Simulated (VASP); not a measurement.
# Mg (Fd-3m) in VASP: relaxation of cell and atoms with LDA

Aim: the relaxation of cell and atoms of Mg with LDA.

All numbers are computed with VASP 6.6.1; they aren't measurements. Logs are shortened: lines on timing, memory, paths and dates and some standing lists are left out, and cuts for length are marked.

**1. The cell of the first run**

The structure is cubic, space group Fd-3m (No. 227). Conventional cell: a = 6.308 Å, b = 6.308 Å, c = 6.308 Å, α = 90.00°, β = 90.00°, γ = 90.00°. Mg (site symmetry -43m) has 4 Mg at 2.73 Å within 3.6 Å.

This isn't the form of Mg at room conditions, which is hcp.

**2. Relaxation of cell and atoms, LDA**

INCAR reads:

```
SYSTEM = Mg
  PREC = Accurate
  ENCUT = 840
  EDIFF = 1E-7
  ISMEAR = -1
  SIGMA = 0.1
  LREAL = .False.
  LASPH = .True.
  NELM = 120
  ALGO = Normal
  ISIF = 3
  LWAVE = .False.
  LCHARG = .False.
  GGA = CA
  IBRION = 2
  NSW = 80
  EDIFFG = -0.01
  GGA_COMPAT = .False.
  NELMIN = 4
```

KPOINTS reads:

```
regular mesh
0
Gamma
  9 9 9
  0 0 0
```

POSCAR reads:

```
Mg
1.0
    0.0000000000      3.1538244874      3.1538244874
    3.1538244874      0.0000000000      3.1538244874
    3.1538244874      3.1538244874      0.0000000000
Mg
2
Direct
    0.1250000000      0.1250000000      0.1250000000
    0.8750000000      0.8750000000      0.8750000000
```

Potentials or basis: VASP PAW LDA potentials, release 64 (Mg_sv).

Run with:

```console
$ cat potpaw_LDA.64/Mg_sv/POTCAR > POTCAR
$ mpirun -np 1 vasp_std > vasp.out
```

OUTCAR:

```text
SYSTEM = Mg
   PREC = Accurate
   ENCUT = 840
   EDIFF = 1E-7
   ISMEAR = -1
   LREAL = .False.
   LASPH = .True.
   NELM = 120
   ISIF = 3
   GGA = CA
   IBRION = 2
   NSW = 80
   EDIFFG = -0.01
   NELMIN = 4

 ion  position               nearest neighbor table
   1  0.125  0.125  0.125-
   2  0.875  0.875  0.875-

  LATTYP: Found a face centered cubic cell.
 ALAT       =     6.3076489748

  Lattice vectors:

 A1 = (   0.0000000000,   3.1538244874,   3.1538244874)
 A2 = (   3.1538244874,   0.0000000000,   3.1538244874)
 A3 = (   3.1538244874,   3.1538244874,   0.0000000000)

Analysis of symmetry for initial positions (statically):
=====================================================================
 Subroutine PRICEL returns:
 Original cell was already a primitive cell.

 Routine SETGRP: Setting up the symmetry group for a
 face centered cubic supercell.

 Subroutine GETGRP returns: Found 48 space group operations
 (whereof 12 operations were pure point group operations)
 out of a pool of 48 trial point group operations.

The static configuration has the point symmetry D_3d.
 The point group associated with its full space group is O_h .

Analysis of symmetry for dynamics (positions and initial velocities):
=====================================================================
 Subroutine PRICEL returns:
 Original cell was already a primitive cell.

 Routine SETGRP: Setting up the symmetry group for a
 face centered cubic supercell.

 Subroutine GETGRP returns: Found 48 space group operations
 (whereof 12 operations were pure point group operations)
 out of a pool of 48 trial point group operations.

The dynamic configuration has the point symmetry D_3d.
 The point group associated with its full space group is O_h .

 Subroutine INISYM returns: Found 48 space group operations
 (whereof 12 operations are pure point group operations),
 and found     1 'primitive' translations

----------------------------------------------------------------------------------------

                                     Primitive cell

  volume of cell :      62.7397

  direct lattice vectors                    reciprocal lattice vectors
     0.000000000  3.153824487  3.153824487    -0.158537674  0.158537674  0.158537674
     3.153824487  0.000000000  3.153824487     0.158537674 -0.158537674  0.158537674
     3.153824487  3.153824487  0.000000000     0.158537674  0.158537674 -0.158537674

  length of vectors
[... 104 lines left out ...]
  Fermi-wavevector in a.u.,A,eV,Ry     =   1.118332  2.113341 17.016342  1.250666
  Thomas-Fermi vector in A             =   2.254962
   LORBIT       =      0    0 simple, 1 ext, 2 COOP (PROOUT), +10 PAW based schemes
   GGA     = CA    functional components
   LHFCALC =     F    Hartree Fock is set to
   AEXX    =    0.0000 exact exchange contribution
   IVDW    =     0    specifies the selected vdW correction
   LEPSILON=     F    determine dielectric tensor
   LRPA    =     F    only Hartree local field effects (RPA)
 conjugate gradient relaxation of ions
 non-spin polarized calculation
  energy-cutoff  :      840.00
  volume of cell :       62.74
 maximum number of plane-waves:      3495
 NGX is ok and might be reduce to    42
   NGX = 21   NGY = 21   NGZ = 21

--------------------------------------- Ionic step        1  -------------------------------------------

 number of electron      20.0000014 magnetization

 Free energy of the ion-electron system (eV)
  ---------------------------------------------------
  ext. energy  EPLUGINS =         0.00000000
  ---------------------------------------------------
  free energy    TOTEN  =        -1.83846647 eV

  energy without entropy =       -1.80472826  energy(sigma->0) =       -1.82159736

------------------------ aborting loop because EDIFF is reached ----------------------------------------

  FORCE on cell =-STRESS in cart. coord.  units (eV):
  Direction    XX          YY          ZZ          XY          YZ          ZX
  --------------------------------------------------------------------------------------
  -------------------------------------------------------------------------------------
  Total        1.1690648      1.1690648      1.1690648      0.0000000      0.0000000     -0.0000000
  in kB       29.8542800     29.8542800     29.8542800      0.0000000      0.0000000     -0.0000000
  external PRESSURE =      29.8542800 kB  Pullay stress =       0.0000000 kB
[... 95 lines left out ...]
--------------------------------------- Ionic step        4  -------------------------------------------

 number of electron      20.0000003 magnetization

 Free energy of the ion-electron system (eV)
  ---------------------------------------------------
  ext. energy  EPLUGINS =         0.00000000
  ---------------------------------------------------
  free energy    TOTEN  =        -1.92162437 eV

  energy without entropy =       -1.88426605  energy(sigma->0) =       -1.90294521

 E-fermi :   0.1159     XC(G=0):  -7.2851

 val. band max:        0.0253334783   @ k =  -0.2222   0.2222   0.0000
 cond. band min:       0.1776439875   @ k =   0.3333   0.3333   0.0000
 fundamental gap:      0.1523105092
 Fermi energy:         0.1159296955

 k-point     1 :       0.0000    0.0000    0.0000
  band No.  band energies     occupation
      1     -75.3882      2.00000
      2     -75.3788      2.00000
      3     -42.8962      2.00000
      4     -42.8962      2.00000
      5     -42.8962      2.00000
      6     -42.8676      2.00000
      7     -42.8676      2.00000
      8     -42.8676      2.00000
      9      -5.1038      2.00000
     10       3.5394      0.00000
     11       3.5394      0.00000
     12       3.5394      0.00000
     13       4.6056      0.00000
     14       4.6056      0.00000
[... 377 lines left out ...]
      1     -75.3842      2.00000
      2     -75.3825      2.00000
      3     -42.9011      2.00000
      4     -42.9011      2.00000
      5     -42.8844      2.00000
      6     -42.8794      2.00000
      7     -42.8628      2.00000
      8     -42.8628      2.00000
      9      -2.6098      2.00000
     10      -1.2934      2.00000
     11       1.1963      0.00004
     12       1.1963      0.00004
     13       2.6237      0.00000
     14       2.7677      0.00000

 [... further k-points ...]

------------------------ aborting loop because EDIFF is reached ----------------------------------------

  FORCE on cell =-STRESS in cart. coord.  units (eV):
  Direction    XX          YY          ZZ          XY          YZ          ZX
  --------------------------------------------------------------------------------------
  -------------------------------------------------------------------------------------
  Total       -0.0047064     -0.0047064     -0.0047064      0.0000000      0.0000000     -0.0000000
  in kB       -0.1035587     -0.1035587     -0.1035587      0.0000000      0.0000000     -0.0000000
  external PRESSURE =      -0.1035587 kB  Pullay stress =       0.0000000 kB
[... 17 lines left out ...]
  FREE ENERGIE OF THE ION-ELECTRON SYSTEM (eV)
  ---------------------------------------------------
  free  energy   TOTEN  =        -1.9216243702 eV

  energy  without entropy=       -1.8842660451  energy(sigma->0) =       -1.90294521

 reached required accuracy - stopping structural energy minimisation
```

OSZICAR:

```text
N       E                     dE             d eps       ncg     rms          rms(c)
DAV:   1     0.226157306382E+03    0.22616E+03   -0.17247E+04  1192   0.202E+03
DAV:   2     0.268311866879E+02   -0.19933E+03   -0.19728E+03  1148   0.536E+02
[... 41 lines left out ...]
DAV:   4    -0.192102332195E+01   -0.34637E-03   -0.49057E-03  1070   0.812E-01    0.128E-01
DAV:   5    -0.192156129652E+01   -0.53797E-03   -0.45048E-04  1298   0.251E-01    0.396E-02
DAV:   6    -0.192162626301E+01   -0.64966E-04   -0.15461E-04  1238   0.146E-01    0.567E-03
DAV:   7    -0.192162316187E+01    0.31011E-05   -0.71004E-06  1124   0.392E-02    0.122E-02
DAV:   8    -0.192162436337E+01   -0.12015E-05   -0.25811E-06  1190   0.277E-02    0.897E-04
DAV:   9    -0.192162437017E+01   -0.67962E-08   -0.31298E-08   598   0.268E-03
   4 F= -.19216244E+01 E0= -.19029452E+01  d E =-.831579E-01
```

Run time: 95 s. Hardware: 1 thread of Intel Xeon Platinum 8488C (Sapphire Rapids), shared host; peak memory 0.23 GiB.

Results:

- Free energy: -1.9216 eV
- Relaxed volume: 36.41 Å³/atom
- Relaxed cell: a = 4.687 Å, b = 4.687 Å, c = 4.687 Å, α = 60.00°, β = 60.00°, γ = 60.00°
- Space group after relaxing (to 0.1 Å): Fd-3m (No. 227)
- Energy gained by relaxing: 41.6 meV/atom
- Ionic steps: 4
- Pressure after relaxing: 0.0 GPa
- Band gap on the k mesh: zero (bands 10 and 11 overlap by 3.96 eV)

The path:
```
step  energy change (eV)  largest force (eV/Å)  pressure (GPa)  volume (Å³)
   1              0.0000                0.0000            2.99        62.74
   2             -0.0681                0.0000            1.11        68.20
   3             -0.0825                0.0000           -0.21        73.79
   4             -0.0832                0.0000           -0.01        72.81
```

Final structure:
```
CELL_PARAMETERS angstrom
0.00000 3.31432 3.31432
3.31432 0.00000 3.31432
3.31432 3.31432 0.00000
ATOMIC_POSITIONS crystal
Mg 0.12500 0.12500 0.12500
Mg 0.87500 0.87500 0.87500
```

Levels at points of the mesh, in eV from the Fermi level:
| k point | band 7 | band 8 | band 9 | band 10 | band 11 | band 12 | band 13 | band 14 |
| --- | --- | --- | --- | --- | --- | --- | --- | --- |
| (0.00, 0.00, 0.00) | -42.98 | -42.98 | -5.22 | 3.42 | 3.42 | 3.42 | 4.49 | 4.49 |

Caveat: the volume moved by over 15 % at a fixed basis, so the end points are rough.

The gap in the log of VASP goes by the Fermi energy; the results here count the filled bands.